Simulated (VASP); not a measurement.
# Fe (Im-3m) in VASP: notebook

Fe is run at these levels: r2SCAN; tasks: single point.

All numbers are computed with VASP 6.6.1; they aren't measurements. Logs are shortened: lines on timing, memory, paths and dates and some standing lists are left out, and cuts for length are marked.

## Step 1: The cell of the first run

Symmetry: Im-3m, No. 229, cubic system. The conventional cell has a = 2.917 Å, b = 2.917 Å, c = 2.917 Å, α = 90.00°, β = 90.00°, γ = 90.00°. Within 3.3 Å of Fe (site symmetry m-3m) lie 14 Fe at 2.53 to 2.92 Å.

## Step 2: Single point, r2SCAN

File POSCAR:

```
Fe
1.0
   -1.4583870000      1.4583870000      1.4583870000
    1.4583870000     -1.4583870000      1.4583870000
    1.4583870000      1.4583870000     -1.4583870000
Fe
1
Direct
    0.0000000000      0.0000000000      0.0000000000
```

File INCAR.step1:

```
ALGO = Normal ; EDIFF = 1E-5
ENCUT = 660 ; GGA = PE
GGA_COMPAT = F ; ISMEAR = -1
LASPH = T ; LCHARG = F
LREAL = F ; LWAVE = T
NBANDS = 10 ; NELM = 120
PREC = Accurate ; SIGMA = 0.1
```

File INCAR.step2:

```
ALGO = Normal ; EDIFF = 1E-6
ENCUT = 660 ; GGA_COMPAT = F
ISIF = 2 ; ISMEAR = -1
ISTART = 1 ; LASPH = T
LCHARG = F ; LMIXTAU = T
LREAL = F ; LWAVE = F
METAGGA = R2SCAN ; NBANDS = 10
NELM = 120 ; PREC = Accurate
SIGMA = 0.1
```

File KPOINTS:

```
k-points
0
Gamma
  9 9 9
```

Potentials or basis: VASP PAW PBE potentials, release 64 (Fe).

Run with:

```console
> cat potpaw_PBE.64/Fe/POTCAR > POTCAR
> cp INCAR.step1 INCAR
> mpirun -np 1 vasp_std > vasp.out
> cp INCAR.step2 INCAR
> mpirun -np 1 vasp_std > vasp.out
```

OUTCAR:

```text
EDIFF = 1E-6
   ENCUT = 660
   ISIF = 2
   ISMEAR = -1
   ISTART = 1
   LASPH = T
   LREAL = F
   METAGGA = R2SCAN
   NELM = 120
   PREC = Accurate

 ion  position               nearest neighbor table
   1  0.000  0.000  0.000-

  LATTYP: Found a body centered cubic cell.
 ALAT       =     2.9167740000

  Lattice vectors:

 A1 = (  -1.4583870000,   1.4583870000,   1.4583870000)
 A2 = (   1.4583870000,  -1.4583870000,   1.4583870000)
 A3 = (   1.4583870000,   1.4583870000,  -1.4583870000)

Analysis of symmetry for initial positions (statically):
=====================================================================
 Subroutine PRICEL returns:
 Original cell was already a primitive cell.

 Routine SETGRP: Setting up the symmetry group for a
 body centered cubic supercell.

 Subroutine GETGRP returns: Found 48 space group operations
 (whereof 48 operations were pure point group operations)
 out of a pool of 48 trial point group operations.

The static configuration has the point symmetry O_h .

Analysis of symmetry for dynamics (positions and initial velocities):
=====================================================================
 Subroutine PRICEL returns:
 Original cell was already a primitive cell.

 Routine SETGRP: Setting up the symmetry group for a
 body centered cubic supercell.

 Subroutine GETGRP returns: Found 48 space group operations
 (whereof 48 operations were pure point group operations)
 out of a pool of 48 trial point group operations.

The dynamic configuration has the point symmetry O_h .

 Subroutine INISYM returns: Found 48 space group operations
 (whereof 48 operations are pure point group operations),
 and found     1 'primitive' translations

----------------------------------------------------------------------------------------

                                     Primitive cell

  volume of cell :      12.4073

  direct lattice vectors                    reciprocal lattice vectors
    -1.458387000  1.458387000  1.458387000     0.000000000  0.342844526  0.342844526
     1.458387000 -1.458387000  1.458387000     0.342844526  0.000000000  0.342844526
     1.458387000  1.458387000 -1.458387000     0.342844526  0.342844526  0.000000000

  length of vectors
     2.526000381  2.526000381  2.526000381     0.484855379  0.484855379  0.484855379

  position of ions in fractional coordinates (direct lattice)
     0.000000000  0.000000000  0.000000000

  ion indices of the primitive-cell ions
   primitive index   ion index
                 1           1

----------------------------------------------------------------------------------------

 KPOINTS: k-points

Automatic generation of k-mesh.
 Grid dimensions read from file:
 generate k-points for:    9    9    9

 Generating k-lattice:

  Cartesian coordinates                     Fractional coordinates (reciprocal lattice)
     0.000000000  0.038093836  0.038093836     0.111111111  0.000000000  0.000000000
     0.038093836  0.000000000  0.038093836     0.000000000  0.111111111  0.000000000
     0.038093836  0.038093836  0.000000000     0.000000000  0.000000000  0.111111111

  Length of vectors
     0.053872820  0.053872820  0.053872820

  Shift w.r.t. Gamma in fractional coordinates (k-lattice)
     0.000000000  0.000000000  0.000000000

 Subroutine IBZKPT returns following result:
 ===========================================

 Found     35 irreducible k-points:

 Following reciprocal coordinates:
            Coordinates               Weight
  0.000000  0.000000  0.000000      1.000000
  0.111111  0.000000  0.000000     12.000000
  0.222222  0.000000  0.000000     12.000000
  0.333333  0.000000  0.000000     12.000000
  0.444444  0.000000  0.000000     12.000000
  0.111111  0.111111  0.000000     24.000000
[... 16 lines left out ...]
 -0.333333  0.444444  0.111111     48.000000
 -0.444444 -0.444444  0.111111     24.000000
 [... further k-points ...]
   k-points           NKPTS =     35   k-points in BZ     NKDIM =     35   number of bands    NBANDS=     10
   number of dos      NEDOS =    301   number of ions     NIONS =      1
   total plane-waves  NPLWV =  13824
   dimension x,y,z NGX =    24 NGY =   24 NGZ =   24
   dimension x,y,z NGXF=    48 NGYF=   48 NGZF=   48
   ions per type =               1
   NGX,Y,Z   is equivalent  to a cutoff of  15.80, 15.80, 15.80 a.u.
   NGXF,Y,Z  is equivalent  to a cutoff of  31.59, 31.59, 31.59 a.u.
 SYSTEM =  unknown system
   PREC   = accura    normal or accurate (medium, high low for compatibility)
   ISTART =      1    job   : 0-new  1-cont  2-samecut
   ICHARG =      0    charge: 1-file 2-atom 10-const
   ISPIN  =      1    spin polarized calculation?
   LNONCOLLINEAR =      F non collinear calculations
   LSORBIT =      F    spin-orbit coupling
   LASPH  =      T    aspherical Exc in radial PAW
   ENCUT  =  660.0 eV  48.51 Ry    6.96 a.u.   5.29  5.29  5.29*2*pi/ulx,y,z
   NELM   =    120;   NELMIN=  2; NELMDL=  0     # of ELM steps
   EDIFF  = 0.1E-05   stopping-criterion for ELM
   LREAL  =      F    real-space projection
   EDIFFG = 0.1E-04   stopping-criterion for IOM
   NSW    =      0    number of steps for IOM
   IBRION =     -1    ionic relax: 0-MD 1-quasi-New 2-CG
   NFREE  =      0    steps in history (QN), initial steepest desc. (CG)
   ISIF   =      2    stress and relaxation
   ISYM   =      2    0-nonsym 1-usesym 2-fastsym
   POTIM  = 0.5000    time-step for ionic-motion
   TEBEG  =    0.0;   TEEND  =   0.0 temperature during run
   PSTRESS=    0.0 pullay stress
   NELECT =       8.0000    total number of electrons
   NUPDOWN=      -1.0000    fix difference up-down
   EMIN   =  10.00;   EMAX   =-10.00  energy-range for DOS
   EFERMI =   0.00;   METHOD = LEGACY
   ISMEAR =    -1;   SIGMA  =   0.10  broadening in eV -4-tet -1-fermi 0-gaus
   EFERMI_NEDOS =   21; number of points for ismear=-14 and -15
   IALGO  =     38    algorithm
   IMIX   =      4    mixing-type and parameters
     AMIX     =   0.40;   BMIX     =  1.00
     AMIX_MAG =   1.60;   BMIX_MAG =  1.00
  volume/ion in A,a.u.               =      12.41        83.73
  Fermi-wavevector in a.u.,A,eV,Ry     =   1.414312  2.672663 27.215459  2.000280
  Thomas-Fermi vector in A             =   2.535868
   LORBIT       =      0    0 simple, 1 ext, 2 COOP (PROOUT), +10 PAW based schemes
   METAGGA = R2SCAN    functional components
   LHFCALC =     F    Hartree Fock is set to
   AEXX    =    0.0000 exact exchange contribution
   IVDW    =     0    specifies the selected vdW correction
   LEPSILON=     F    determine dielectric tensor
   LRPA    =     F    only Hartree local field effects (RPA)
 non-spin polarized calculation
  energy-cutoff  :      660.00
  volume of cell :       12.41
 maximum number of plane-waves:       486
 NGX is ok and might be reduce to    24
   NGX = 11   NGY = 11   NGZ = 11

 number of electron       8.0000000 magnetization

 Free energy of the ion-electron system (eV)
  ---------------------------------------------------
  ext. energy  EPLUGINS =         0.00000000
  ---------------------------------------------------
  free energy    TOTEN  =       -13.03342533 eV

  energy without entropy =      -12.90375970  energy(sigma->0) =      -12.96859252

 E-fermi :   4.8933     XC(G=0): -13.7415

 val. band max:        4.8803272706   @ k =   0.2222   0.1111   0.1111
 cond. band min:       4.9212917603   @ k =   0.0000   0.0000   0.0000
 fundamental gap:      0.0409644897
 Fermi energy:         4.8933467502

 k-point     1 :       0.0000    0.0000    0.0000
  band No.  band energies     occupation
      1      -3.5041      2.00000
      2       3.3550      2.00000
      3       3.3550      2.00000
      4       3.3550      2.00000
      5       4.9213      0.86118
      6       4.9213      0.86117
      7      30.0053      0.00000
      8      30.0053      0.00000
      9      30.0053      0.00000
     10      34.7846      0.00000

 k-point     2 :       0.1111    0.0000    0.0000
  band No.  band energies     occupation
      1      -3.0094      2.00000
      2       3.2240      2.00000
      3       3.3328      2.00000
      4       3.6083      1.99999
      5       4.7996      1.43730
      6       4.9325      0.80684
      7      26.9501      0.00000
      8      29.0780      0.00000
      9      29.5326      0.00000
     10      33.0882      0.00000

 k-point     3 :       0.2222    0.0000    0.0000
  band No.  band energies     occupation
      1      -1.6436      2.00000
      2       2.9021      2.00000
      3       3.2112      2.00000
      4       4.2897      1.99523
      5       4.6699      1.80666
      6       4.9731      0.62104
      7      21.7983      0.00000
      8      26.7250      0.00000
      9      28.7649      0.00000
     10      29.5663      0.00000

 k-point     4 :       0.3333    0.0000    0.0000
  band No.  band energies     occupation
      1      -0.0061      2.00000
      2       2.5517      2.00000
      3       3.4131      2.00000
      4       4.7461      1.62691
      5       5.0418      0.36945
      6       5.1516      0.14048
      7      16.7474      0.00000
      8      24.6175      0.00000
      9      26.7847      0.00000
     10      28.2165      0.00000
[... 222 lines left out ...]
 k-point    22 :      -0.4444    0.4444    0.1111
  band No.  band energies     occupation
      1       0.9816      2.00000
      2       2.6234      2.00000
      3       3.4811      2.00000
      4       4.5953      1.90337
      5       5.7481      0.00039
      6       6.7417      0.00000
      7      13.0497      0.00000
      8      22.5827      0.00000
      9      22.9668      0.00000
     10      31.0266      0.00000

 k-point    23 :      -0.3333    0.4444    0.1111
  band No.  band energies     occupation
      1       1.2880      2.00000
      2       2.5812      2.00000
      3       3.0646      2.00000
      4       4.4234      1.98197
      5       5.3207      0.02747
      6       7.0744      0.00000
      7      15.3126      0.00000
      8      18.7975      0.00000
      9      25.6352      0.00000
     10      29.1612      0.00000

 k-point    24 :      -0.4444   -0.4444    0.1111
  band No.  band energies     occupation
      1       1.4687      2.00000
      2       2.7786      2.00000
      3       2.8696      2.00000
      4       4.5325      1.94726
      5       5.5665      0.00238
      6       8.8256      0.00000
      7      12.4265      0.00000
      8      18.2375      0.00000
      9      25.1001      0.00000
     10      30.4219      0.00000

 [... further k-points ...]

------------------------ aborting loop because EDIFF is reached ----------------------------------------

  FORCE on cell =-STRESS in cart. coord.  units (eV):
  Direction    XX          YY          ZZ          XY          YZ          ZX
  --------------------------------------------------------------------------------------
  -------------------------------------------------------------------------------------
  Total       -2.8037587     -2.8037587     -2.8037587     -0.0000000      0.0000000     -0.0000000
  in kB     -362.0535959   -362.0535959   -362.0535959     -0.0000000      0.0000000     -0.0000000
  external PRESSURE =    -362.0535959 kB  Pullay stress =       0.0000000 kB

 VOLUME and BASIS-vectors are now :
 -----------------------------------------------------------------------------
  energy-cutoff  :      660.00
  volume of cell :       12.41
      direct lattice vectors                 reciprocal lattice vectors
    -1.458387000  1.458387000  1.458387000     0.000000000  0.342844526  0.342844526
     1.458387000 -1.458387000  1.458387000     0.342844526  0.000000000  0.342844526
     1.458387000  1.458387000 -1.458387000     0.342844526  0.342844526  0.000000000

 POSITION                                       TOTAL-FORCE (eV/Angst)
 -----------------------------------------------------------------------------------
      0.00000      0.00000      0.00000         0.000000     -0.000000      0.000000
 -----------------------------------------------------------------------------------
    total drift:                                0.000000      0.000000      0.000000

  FREE ENERGIE OF THE ION-ELECTRON SYSTEM (eV)
  ---------------------------------------------------
  free  energy   TOTEN  =       -13.0334253341 eV

  energy  without entropy=      -12.9037597025  energy(sigma->0) =      -12.96859252
```

Wall time 10 s (1 thread of Intel Xeon 6975P-C (Granite Rapids), shared host); peak memory 0.14 GiB.

Results:

| Item | Value |
| --- | --- |
| Free energy | -13.0334 eV |
| Pressure | -36.2 GPa |
| Band gap on the k mesh | zero (band 4 reaches 5.45 eV, above the bottom of band 5 at 4.23 eV) |

Caveat: the PAW data sets were made with another functional, which shifts forces and pressure a little; the run has no spin polarisation, though such a crystal can be magnetic. Spin polarisation is off, so any magnetic state and its effect on volume and gap are missing.

(Continued in part 2 of 2.)
